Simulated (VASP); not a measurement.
# Ga2Ge2O3 (P-3m1) in VASP: further runs

Ga2Ge2O3 is run at these levels: PBE; tasks: single point, relaxation of cell and atoms.

Program: VASP 6.6.1. These are calculated values, not measurements. Logs are shortened: lines on timing, memory, paths and dates and some standing lists are left out, and cuts for length are marked.

### 1 The cell of the first run

Symmetry: P-3m1, No. 164, trigonal system. The conventional cell has a = 3.053 Å, b = 3.053 Å, c = 13.141 Å, α = 90.00°, β = 90.00°, γ = 120.00°. Ga (site symmetry 3m) has 6 O at 1.91 to 2.26 Å within 2.5 Å. Within 3.5 Å of Ge (site symmetry 3m) lie 9 Ge at 2.62 to 3.05 Å and 1 O at 3.45 Å. Within 2.5 Å of O (site symmetry 3m) lie 3 Ga at 1.91 Å. O (site symmetry -3m) has 6 Ga at 2.26 Å and 6 O at 2.78 Å within 3.0 Å.

### 2 Single point, PBE

Input file INCAR:

```
PREC     = Accurate       # precision mode
ENCUT    = 520            # plane-wave cutoff, eV
EDIFF    = 1E-7           # SCF threshold, eV
ISMEAR   = 0              # smearing method
SIGMA    = 0.15           # smearing width, eV
LREAL    = F              # projectors in reciprocal space
LASPH    = T              # aspherical terms in the spheres
NELM     = 80             # most SCF steps
ALGO     = Normal         # electronic algorithm
ISIF     = 2              # what is computed and relaxed
LWAVE    = F              # write WAVECAR
LCHARG   = F              # write CHGCAR
GGA      = PE             # functional
NBANDS   = 45             # bands
```

Input file KPOINTS:

```
Automatic mesh
0
Gamma
  4 4 1
```

Input file POSCAR:

```
Ga2Ge2O3
1.0
    3.0532585939      0.0000000000      0.0000000000
   -1.5266292970      2.6441995066      0.0000000000
    0.0000000000      0.0000000000     13.1411450315
Ga Ge O
2 2 3
Direct
    0.3333333333      0.6666666667      0.1072082605
    0.6666666667      0.3333333333      0.8927917395
    0.6666666667      0.3333333333      0.4264273904
    0.3333333333      0.6666666667      0.5735726096
    0.6666666667      0.3333333333      0.1635225937
    0.3333333333      0.6666666667      0.8364774063
    0.0000000000      0.0000000000      0.0000000000
```

Potentials or basis: VASP PAW PBE potentials, release 64 (Ga_d, Ge_d, O).

Started as:

```console
> cat potpaw_PBE.64/Ga_d/POTCAR potpaw_PBE.64/Ge_d/POTCAR potpaw_PBE.64/O/POTCAR > POTCAR
> mpirun -np 1 vasp_std > vasp.out
```

OUTCAR:

```text
PREC = Accurate
   ENCUT = 520
   EDIFF = 1E-7
   ISMEAR = 0
   LREAL = F
   LASPH = T
   NELM = 80
   ISIF = 2
   GGA = PE

 ion  position               nearest neighbor table
   1  0.333  0.667  0.107-   5 1.91   5 1.91   5 1.91   7 2.26   7 2.26   7 2.26
   2  0.667  0.333  0.893-   6 1.91   6 1.91   6 1.91   7 2.26   7 2.26   7 2.26
   3  0.667  0.333  0.426-   4 2.62   4 2.62   4 2.62
   4  0.333  0.667  0.574-   3 2.62   3 2.62   3 2.62
   5  0.667  0.333  0.164-   1 1.91   1 1.91   1 1.91
   6  0.333  0.667  0.836-   2 1.91   2 1.91   2 1.91
   7  0.000  0.000  0.000-   1 2.26   2 2.26   1 2.26   2 2.26   2 2.26   1 2.26

  LATTYP: Found a hexagonal cell.
 ALAT       =     3.0532585939
 C/A-ratio  =     4.3039738127

  Lattice vectors:

 A1 = (   3.0532585939,   0.0000000000,   0.0000000000)
 A2 = (  -1.5266292970,   2.6441995066,   0.0000000000)
 A3 = (   0.0000000000,   0.0000000000,  13.1411450315)

Analysis of symmetry for initial positions (statically):
=====================================================================
 Subroutine PRICEL returns:
 Original cell was already a primitive cell.

 Routine SETGRP: Setting up the symmetry group for a
 hexagonal supercell.

 Subroutine GETGRP returns: Found 12 space group operations
 (whereof 12 operations were pure point group operations)
 out of a pool of 24 trial point group operations.

The static configuration has the point symmetry D_3d.

Analysis of symmetry for dynamics (positions and initial velocities):
=====================================================================
 Subroutine PRICEL returns:
 Original cell was already a primitive cell.

 Routine SETGRP: Setting up the symmetry group for a
 hexagonal supercell.

 Subroutine GETGRP returns: Found 12 space group operations
 (whereof 12 operations were pure point group operations)
 out of a pool of 24 trial point group operations.

The dynamic configuration has the point symmetry D_3d.

 Subroutine INISYM returns: Found 12 space group operations
 (whereof 12 operations are pure point group operations),
 and found     1 'primitive' translations

----------------------------------------------------------------------------------------

                                     Primitive cell

  volume of cell :     106.0940

  direct lattice vectors                    reciprocal lattice vectors
     3.053258594  0.000000000  0.000000000     0.327518934  0.189093145  0.000000000
    -1.526629297  2.644199507  0.000000000     0.000000000  0.378186289  0.000000000
     0.000000000  0.000000000 13.141145032     0.000000000  0.000000000  0.076096870

  length of vectors
     3.053258594  3.053258594 13.141145032     0.378186289  0.378186289  0.076096870

  position of ions in fractional coordinates (direct lattice)
     0.333333333  0.666666667  0.107208261
     0.666666667  0.333333333  0.892791739
     0.666666667  0.333333333  0.426427390
     0.333333333  0.666666667  0.573572610
     0.666666667  0.333333333  0.163522594
     0.333333333  0.666666667  0.836477406
     0.000000000  0.000000000  0.000000000

  ion indices of the primitive-cell ions
   primitive index   ion index
                 1           1
                 2           2
                 3           3
                 4           4
                 5           5
                 6           6
                 7           7

----------------------------------------------------------------------------------------

 KPOINTS: Automatic mesh

Automatic generation of k-mesh.
 Grid dimensions read from file:
 generate k-points for:    4    4    1

 Generating k-lattice:

  Cartesian coordinates                     Fractional coordinates (reciprocal lattice)
     0.081879734  0.047273286  0.000000000     0.250000000  0.000000000  0.000000000
     0.000000000  0.094546572  0.000000000     0.000000000  0.250000000  0.000000000
     0.000000000  0.000000000  0.076096870     0.000000000  0.000000000  1.000000000

  Length of vectors
     0.094546572  0.094546572  0.076096870

[... 42 lines left out ...]
   LEPSILON=     F    determine dielectric tensor
   LRPA    =     F    only Hartree local field effects (RPA)
 non-spin polarized calculation
 Gauss-broadening in eV      SIGMA  =   0.15
  energy-cutoff  :      520.00
  volume of cell :      106.09
 maximum number of plane-waves:      2866
 NGX is ok and might be reduce to    24
   NGX = 11   NGY = 11   NGZ = 49

 number of electron      72.0000005 magnetization

 Free energy of the ion-electron system (eV)
  ---------------------------------------------------
  ext. energy  EPLUGINS =         0.00000000
  ---------------------------------------------------
  free energy    TOTEN  =       -37.18195991 eV

  energy without entropy =      -37.16337839  energy(sigma->0) =      -37.17266915

 E-fermi :   4.7843     XC(G=0): -10.3695

 val. band max:        4.4535237365   @ k =   0.2500   0.0000   0.0000
 cond. band min:       4.7959135713   @ k =   0.0000   0.0000   0.0000
 fundamental gap:      0.3423898348
 Fermi energy:         4.7842967234

 k-point     1 :       0.0000    0.0000    0.0000
  band No.  band energies     occupation
      1     -19.5968      2.00000
      2     -19.5968      2.00000
      3     -19.5736      2.00000
      4     -19.5582      2.00000
      5     -19.5582      2.00000
      6     -19.4932      2.00000
[... 37 lines left out ...]
     44      13.2095      0.00000
     45      13.3670      0.00000

 k-point     2 :       0.2500    0.0000    0.0000
  band No.  band energies     occupation
      1     -19.6176      2.00000
      2     -19.5894      2.00000
      3     -19.5756      2.00000
      4     -19.5176      2.00000
      5     -19.5121      2.00000
      6     -19.5070      2.00000
[... 37 lines left out ...]
     44      12.5360      0.00000
     45      12.7034      0.00000

 k-point     3 :       0.5000    0.0000    0.0000
  band No.  band energies     occupation
      1     -19.6225      2.00000
      2     -19.5908      2.00000
      3     -19.5830      2.00000
      4     -19.5536      2.00000
      5     -19.5020      2.00000
      6     -19.4667      2.00000
[... 37 lines left out ...]
     44      11.4510      0.00000
     45      11.8634      0.00000

 k-point     4 :       0.2500    0.2500    0.0000
  band No.  band energies     occupation
      1     -19.6098      2.00000
      2     -19.5996      2.00000
      3     -19.5584      2.00000
      4     -19.5297      2.00000
      5     -19.5180      2.00000
      6     -19.4830      2.00000
[... 37 lines left out ...]
     44      11.6980      0.00000
     45      12.1974      0.00000

------------------------ aborting loop because EDIFF is reached ----------------------------------------

  FORCE on cell =-STRESS in cart. coord.  units (eV):
  Direction    XX          YY          ZZ          XY          YZ          ZX
  --------------------------------------------------------------------------------------
  -------------------------------------------------------------------------------------
  Total        0.3708942      0.3708942      0.4296588     -0.0000000     -0.0000000      0.0000000
  in kB        5.6010516      5.6010516      6.4884852     -0.0000000     -0.0000000      0.0000000
  external PRESSURE =       5.8968628 kB  Pullay stress =       0.0000000 kB

 VOLUME and BASIS-vectors are now :
 -----------------------------------------------------------------------------
  energy-cutoff  :      520.00
  volume of cell :      106.09
      direct lattice vectors                 reciprocal lattice vectors
     3.053258594  0.000000000  0.000000000     0.327518934  0.189093145  0.000000000
    -1.526629297  2.644199507  0.000000000     0.000000000  0.378186289  0.000000000
     0.000000000  0.000000000 13.141145032     0.000000000  0.000000000  0.076096870

 POSITION                                       TOTAL-FORCE (eV/Angst)
 -----------------------------------------------------------------------------------
     -0.00000      1.76280      1.40884         0.000000     -0.000000     -0.014430
      1.52663      0.88140     11.73231        -0.000000      0.000000      0.014430
      1.52663      0.88140      5.60374         0.000000      0.000000      0.039748
     -0.00000      1.76280      7.53740        -0.000000      0.000000     -0.039748
      1.52663      0.88140      2.14887        -0.000000     -0.000000      0.027636
     -0.00000      1.76280     10.99227         0.000000      0.000000     -0.027636
      0.00000      0.00000      0.00000        -0.000000      0.000000      0.000000
 -----------------------------------------------------------------------------------
    total drift:                                0.000000     -0.000000      0.000000

  FREE ENERGIE OF THE ION-ELECTRON SYSTEM (eV)
  ---------------------------------------------------
  free  energy   TOTEN  =       -37.1819599108 eV

  energy  without entropy=      -37.1633783869  energy(sigma->0) =      -37.17266915
```

Run time: 25 s. Hardware: 1 thread of Intel Xeon Platinum 8488C (Sapphire Rapids), shared host; peak memory 0.23 GiB.

Results:

```yaml
Free_energy: -37.1820 eV
Pressure: 0.6 GPa
Largest_force: 0.040 eV/Å
```

Forces on the atoms (eV/Å):
```
Ga   0.000  0.000 -0.014
Ga   0.000  0.000  0.014
Ge   0.000  0.000  0.040
Ge   0.000  0.000 -0.040
O    0.000  0.000  0.028
O    0.000  0.000 -0.028
O    0.000  0.000  0.000
```

Levels at points of the mesh, in eV from the Fermi level:
```
           k point  band 32  band 33  band 34  band 35  band 36  band 37  band 38  band 39  band 40  band 41
(0.00, 0.00, 0.00)    -3.47    -3.47    -3.19    -2.35     0.01     1.88     3.55     4.61     6.30     6.30
(0.50, 0.00, 0.00)    -4.28    -3.31    -3.13    -3.10    -1.97     1.53     2.23     2.51     3.98     4.37
```

Caveat: the k points lie up to 0.59 Å⁻¹ apart.

### 3 Relaxation of cell and atoms, PBE

This run uses another cell than the first one, of 14.28 Å³/atom, 0.942 times its volume.

Input file INCAR:

```
SYSTEM = Ga2Ge2O3
ALGO     = Normal         ! electronic algorithm
EDIFF    = 1E-6           ! SCF threshold, eV
EDIFFG   = -0.08          ! ionic threshold
ENCUT    = 600            ! plane-wave cutoff, eV
GGA      = PE             ! functional
IBRION   = 2              ! ionic algorithm
ISIF     = 3              ! what is computed and relaxed
ISMEAR   = 0              ! smearing method
LASPH    = .True.         ! aspherical terms in the spheres
LCHARG   = .False.        ! write CHGCAR
LREAL    = .False.        ! projectors in reciprocal space
LWAVE    = .False.        ! write WAVECAR
NELM     = 60             ! most SCF steps
NSW      = 36             ! ionic steps
PREC     = Accurate       ! precision mode
SIGMA    = 0.15           ! smearing width, eV
```

Input file KPOINTS:

```
k-points
0
Gamma
  4 4 1
  0 0 0
```

Input file POSCAR:

```
Ga2Ge2O3
1.0
    3.3000000000      0.0000000000      0.0000000000
   -1.6500000000      2.8578838300      0.0000000000
    0.0000000000      0.0000000000     10.6000000000
Ga Ge O
2 2 3
Direct
    0.3333333300      0.6666666700      0.1050000000
    0.6666666700      0.3333333300      0.8950000000
    0.6666666700      0.3333333300      0.4050000000
    0.3333333300      0.6666666700      0.5950000000
    0.6666666700      0.3333333300      0.1900000000
    0.3333333300      0.6666666700      0.8100000000
    0.0000000000      0.0000000000      0.0000000000
```

Potentials or basis: VASP PAW PBE potentials, release 64 (Ga_d, Ge_d, O).

Started as:

```console
> cat potpaw_PBE.64/Ga_d/POTCAR potpaw_PBE.64/Ge_d/POTCAR potpaw_PBE.64/O/POTCAR > POTCAR
> mpirun -np 1 vasp_std > vasp.out
```

Wall time 5.5 min (1 thread of Intel Xeon Platinum 8488C (Sapphire Rapids), shared host); peak memory 0.27 GiB.

The run converged. Its results:

* Free energy: -37.1548 eV
* Relaxed volume: 14.78 Å³/atom
* Relaxed cell: a = 3.057 Å, b = 3.057 Å, c = 12.787 Å, α = 90.00°, β = 90.00°, γ = 120.00°
* Space group after relaxing (to 0.05 Å): P-3m1 (No. 164)
* Energy gained by relaxing: 214.8 meV/atom
* Ionic steps: 18
* Pressure after relaxing: 0.2 GPa
* Largest force after relaxing: 0.077 eV/Å

Forces in eV/Å, atoms in the order of the input:
```
Ga   0.000  0.000 -0.070
Ga   0.000  0.000  0.070
Ge   0.000  0.000  0.077
Ge   0.000  0.000 -0.077
O    0.000  0.000 -0.010
O    0.000  0.000  0.010
O    0.000  0.000  0.000
```

The path:
```csv
step,energy change (eV),largest force (eV/Å),pressure (GPa),volume (Å³)
1,0.0000,1.8856,-4.26,99.97
2,-0.5479,1.0742,0.78,94.51
3,-0.7083,1.0713,7.27,89.80
4,-0.9592,1.1571,4.56,92.05
5,-0.9652,1.4350,4.06,92.65
6,-1.1765,0.5912,-1.37,96.92
7,-1.1889,0.7693,-2.75,98.23
8,-1.2843,0.6891,-0.08,96.93
9,-1.3016,0.6202,1.91,96.13
10,-1.3850,0.3891,2.10,97.30
11,-1.4376,0.4186,2.73,98.98
12,-1.4813,0.3212,-1.75,103.86
13,-1.4838,0.2659,-1.14,102.91
14,-1.4979,0.1348,-0.34,103.22
15,-1.4984,0.1014,-0.35,103.29
16,-1.5013,0.1002,0.82,102.85
17,-1.5017,0.0520,0.48,102.96
18,-1.5038,0.0768,0.17,103.49
```

Final structure:
```yaml
crystal:
  lattice:
    - [3.05709, 0.00000, 0.00000]
    - [-1.52854, 2.64752, 0.00000]
    - [0.00000, 0.00000, 12.78702]
  atoms:
    - { symbol: Ga, position: [0.33333, 0.66667, 0.11046] }
    - { symbol: Ga, position: [0.66667, 0.33333, 0.88954] }
    - { symbol: Ge, position: [0.66667, 0.33333, 0.42425] }
    - { symbol: Ge, position: [0.33333, 0.66667, 0.57575] }
    - { symbol: O, position: [0.66667, 0.33333, 0.16843] }
    - { symbol: O, position: [0.33333, 0.66667, 0.83157] }
    - { symbol: O, position: [0.00000, 0.00000, 0.00000] }
```

Levels at points of the mesh, in eV from the Fermi level:
```tsv
k point	band 32	band 33	band 34	band 35	band 36	band 37	band 38	band 39	band 40	band 41
(0.00, 0.00, 0.00)	-3.54	-3.54	-3.28	-2.36	-0.01	1.76	3.44	4.86	6.25	6.25
(0.50, 0.00, 0.00)	-4.44	-3.40	-3.24	-3.12	-1.97	1.41	2.22	2.48	3.95	4.24
```

Caveat: the k points lie up to 0.59 Å⁻¹ apart in the final cell; the relaxation stopped at a loose force limit of 0.08 eV/Å, so its end isn't a converged minimum.

### 4 Single point, PBE

This run uses another cell than the first one, of 16.54 Å³/atom, 1.091 times its volume.

Input file INCAR:

```
SYSTEM = Ga2Ge2O3
PREC = Accurate
ENCUT = 520
EDIFF = 1E-7
ISMEAR = 0
SIGMA = 0.1
LREAL = .False.
LASPH = .True.
NELM = 60
ALGO = Normal
ISIF = 2
LWAVE = .False.
LCHARG = .False.
GGA = PE
NBANDS = 45
```

Input file KPOINTS:

```
Automatic mesh
0
Gamma
  12 12 2
  0 0 0
```

Input file POSCAR:

```
Ga2Ge2O3
1.0
    3.0140685629      0.0000000000      0.0000000000
   -1.5070342815      2.6102599442      0.0000000000
    0.0000000000      0.0000000000     14.7129922870
Ga Ge O
2 2 3
Direct
    0.3333333333      0.6666666667      0.0962809217
    0.6666666667      0.3333333333      0.9037190783
    0.6666666667      0.3333333333      0.4234720488
    0.3333333333      0.6666666667      0.5765279512
    0.6666666667      0.3333333333      0.1475219027
    0.3333333333      0.6666666667      0.8524780973
    0.0000000000      0.0000000000      0.0000000000
```

Started as:

```console
> cat potpaw_PBE.64/Ga_d/POTCAR potpaw_PBE.64/Ge_d/POTCAR potpaw_PBE.64/O/POTCAR > POTCAR
> mpirun -np 1 vasp_std > vasp.out
```

Run time: 3.3 min. Hardware: 1 thread of Intel Xeon Platinum 8488C (Sapphire Rapids), shared host; peak memory 0.34 GiB.

Results (log left out):

```yaml
Free_energy: -37.2445 eV
Pressure: 0.4 GPa
Largest_force: 0.036 eV/Å
Band_gap_on_the_k_mesh: zero (band 36 reaches 5.70 eV, above the bottom of band 37 at 2.58 eV)
```

Forces in eV/Å, atoms in the order of the input:
```
Ga   0.000  0.000  0.016
Ga   0.000  0.000 -0.016
Ge   0.000  0.000 -0.018
Ge   0.000  0.000  0.018
O    0.000  0.000  0.036
O    0.000  0.000 -0.036
O    0.000  0.000  0.000
```

Stress tensor (GPa, compression positive):
```
0.46 0.00 0.00
0.00 0.46 0.00
0.00 0.00 0.23
```

Levels at points of the mesh, in eV from the Fermi level:
| k point | band 34 | band 35 | band 36 | band 37 | band 38 | band 39 |
| --- | --- | --- | --- | --- | --- | --- |
| (0.00, 0.00, 0.00) | -3.56 | -3.07 | -0.32 | 1.61 | 2.71 | 3.38 |
| (0.50, 0.00, 0.00) | -3.67 | -3.41 | -2.73 | 1.33 | 1.46 | 3.14 |
| (0.00, 0.00, 0.50) | -3.67 | -2.93 | -0.42 | 1.93 | 2.33 | 3.50 |
| (0.50, 0.00, 0.50) | -3.67 | -3.39 | -2.73 | 1.34 | 1.45 | 3.14 |

### 5 Single point, PBE

This run uses another cell than the first one, of 16.54 Å³/atom, 1.091 times its volume.

Input file INCAR:

```
SYSTEM = Ga2Ge2O3
PREC = Accurate
ENCUT = 520
EDIFF = 1E-6
ISMEAR = 0
SIGMA = 0.2
LREAL = .FALSE.
LASPH = .TRUE.
NELM = 60
ALGO = Normal
ISIF = 2
LWAVE = .FALSE.
LCHARG = .FALSE.
GGA = PE
NBANDS = 45
```

Input file KPOINTS:

```
regular mesh
0
G
  12 12 2
  0 0 0
```

POSCAR is that of step 4.

Started as:

```console
> cat potpaw_PBE.64/Ga_d/POTCAR potpaw_PBE.64/Ge_d/POTCAR potpaw_PBE.64/O/POTCAR > POTCAR
> mpirun -np 1 vasp_std > vasp.out
```

Wall time 4.3 min (1 thread of Intel Xeon Platinum 8488C (Sapphire Rapids), shared host); peak memory 0.34 GiB.

Results (log left out):

```
Free energy            : -37.2595 eV
Pressure               : 0.4 GPa
Largest force          : 0.042 eV/Å
Band gap on the k mesh : zero (band 36 reaches 5.68 eV, above the bottom of band 37 at 2.57 eV)
```

Forces in eV/Å, atoms in the order of the input:
```
Ga   0.000  0.000  0.010
Ga   0.000  0.000 -0.010
Ge   0.000  0.000 -0.007
Ge   0.000  0.000  0.007
O    0.000  0.000  0.042
O    0.000  0.000 -0.042
O    0.000  0.000  0.000
```

Stress tensor (GPa, compression positive):
```
0.52 0.00 0.00
0.00 0.52 0.00
0.00 0.00 0.21
```

Levels at points of the mesh, in eV from the Fermi level:
| k point | band 33 | band 34 | band 35 | band 36 | band 37 | band 38 | band 39 | band 40 |
| --- | --- | --- | --- | --- | --- | --- | --- | --- |
| (0.00, 0.00, 0.00) | -3.75 | -3.52 | -3.06 | -0.28 | 1.63 | 2.73 | 3.41 | 6.40 |
| (0.50, 0.00, 0.00) | -3.72 | -3.63 | -3.38 | -2.72 | 1.37 | 1.46 | 3.14 | 3.16 |
| (0.00, 0.00, 0.50) | -3.75 | -3.64 | -2.92 | -0.38 | 1.96 | 2.35 | 3.54 | 6.28 |
| (0.50, 0.00, 0.50) | -3.74 | -3.63 | -3.36 | -2.72 | 1.37 | 1.46 | 3.14 | 3.15 |

### 6 Overview

| task | cell | k mesh | cutoff (eV) | smearing | gap on the mesh (eV) | pressure (GPa) | largest force (eV/Å) |
| --- | --- | --- | --- | --- | --- | --- | --- |
| single point | a = 3.053, b = 3.053, c = 13.141 Å, angles 90.0, 90.0, 120.0°, 7 atoms | 4 × 4 × 1 | 520 | gaussian 0.15 eV | - | 0.6 | 0.04 |
| relaxation of cell and atoms | relaxed from a = 3.300, b = 3.300, c = 10.600 Å, angles 90.0, 90.0, 120.0°, 7 atoms | 4 × 4 × 1 | 600 | gaussian 0.15 eV | - | 0.2 | 0.08 |
| single point | a = 3.014, b = 3.014, c = 14.713 Å, angles 90.0, 90.0, 120.0°, 7 atoms | 12 × 12 × 2 | 520 | gaussian 0.1 eV | none | 0.4 | 0.04 |
| single point | a = 3.014, b = 3.014, c = 14.713 Å, angles 90.0, 90.0, 120.0°, 7 atoms | 12 × 12 × 2 | 520 | gaussian 0.2 eV | none | 0.4 | 0.04 |

Alike in all rows: level PBE; potentials or basis VASP PAW PBE potentials, release 64 (Ga_d, Ge_d, O); no spin polarisation.

Caveats: some runs use coarse meshes; the relaxation stopped at a loose force limit of 0.08 eV/Å, so its end isn't a converged minimum (some runs).

Total energies depend on the potentials used, so only differences within one code and one set of settings carry meaning.
